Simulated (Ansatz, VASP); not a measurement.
**Cu in VASP and in Ansatz**

```
CELL_PARAMETERS angstrom
2.51186 0.00000 0.00000
-1.25593 2.17534 0.00000
0.00000 0.00000 4.14413
ATOMIC_POSITIONS crystal
Cu 0.33333 0.66667 0.25000
Cu 0.66667 0.33333 0.75000
```

Alike in both runs: functional PBEsol; k mesh 15 × 15 × 8; no spin polarisation.

Ansatz relaxed the structure, and its values are those at the end. VASP's run is a single point on that final structure, the one shown.

|  | VASP | Ansatz |
| --- | --- | --- |
| version | VASP 6.6.1 | Ansatz 0.2.0 |
| potentials or method | VASP PAW PBE potentials, release 64 (Cu) | plane waves, PAW |
| plane-wave cutoff (eV) | 520 | 420 |
| occupations | fermi-dirac, width 0.1 eV | fermi-dirac |
| valence electrons in the cell | 22 | 38 |

|  | VASP | Ansatz | Ansatz less VASP |
| --- | --- | --- | --- |
| pressure (GPa) | 0.7 | 0.0 | -0.68 |

VASP's potentials were made for PBE, not for PBEsol. VASP's potentials hold 22 valence electrons a cell and Ansatz's 38, so a difference there can come from the potentials and not from the codes. Ansatz's warnings: stress scf threshold loose.
